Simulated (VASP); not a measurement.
Input of a VASP 6.6.1 run:

File INCAR:

```
ALGO = Fast ; EDIFF = 1E-6
ENCUT = 520 ; GGA = PE
ISIF = 2 ; ISMEAR = 0
LASPH = T ; LCHARG = F
LREAL = F ; LWAVE = F
NBANDS = 18 ; NELM = 100
PREC = Accurate ; SIGMA = 0.15
```

The input KPOINTS:

```
k-points
0
Gamma
  14 14 14
```

File POSCAR:

```
TiAl3
1.0
   -1.9225789803      1.9225789803      4.3111351100
    1.9225789803     -1.9225789803      4.3111351100
    1.9225789803      1.9225789803     -4.3111351100
Ti Al
1 3
Direct
    0.0090700682     -0.0069146280     -0.0159846962
    0.4832990620      0.4674455026     -0.0158535595
    0.7503050242      0.2724107481      0.5221057238
    0.2503050242      0.7724107481      0.5221057238
```

Potentials or basis: VASP PAW PBE potentials, release 64 (Ti_sv, Al).

Run with:

```bash
$ cat potpaw_PBE.64/Ti_sv/POTCAR potpaw_PBE.64/Al/POTCAR > POTCAR
$ mpirun -np 1 vasp_std > vasp.out
```

What does it give for the pressure?

0.8 GPa.

What does it give for the band gap on the k mesh?

Zero (an odd number of electrons rules out a gap without spin polarisation).

Stress tensor (GPa, compression positive):
```
0.84 0.00 0.25
0.00 0.31 0.00
0.25 0.00 1.24
```

Caveat: the cell differs from its parent crystal (atoms displaced along several vibrational modes).
